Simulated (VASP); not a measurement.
A run of VASP 6.6.1 is set up as follows.

INCAR

```
  ALGO = Normal
  EDIFF = 1E-6
  ENCUT = 520
  GGA = PE
  ISIF = 2
  ISMEAR = 0
  LASPH = True
  LCHARG = False
  LREAL = False
  LWAVE = False
  NBANDS = 26
  NELM = 80
  PREC = Accurate
  SIGMA = 0.1
```

Contents of KPOINTS:

```
k-points
0
Gamma
  4 4 6
```

Contents of POSCAR:

```
InSb
1.0
    6.0518997492      0.0000000000      0.0000000000
    0.0000000000      6.1732660029      0.0000000000
    0.0000000000      0.0000000000      3.0735346288
In Sb
2 2
Direct
    0.0000000000      0.0000000000      0.0158035142
    0.5000000000      0.5000000000     -0.0158035142
    0.5000000000      0.0000000000      0.7781946943
    0.0000000000      0.5000000000      0.2218053057
```

Potentials or basis: VASP PAW PBE potentials, release 64 (In_d, Sb).

Launch:

```bash
$ cat potpaw_PBE.64/In_d/POTCAR potpaw_PBE.64/Sb/POTCAR > POTCAR
$ mpirun -np 1 vasp_std > vasp.out
```

(1) Predict the largest force.

(2) Estimate the pressure.

Results:

(1) 0.003 eV/Å.

(2) 0.0 GPa.
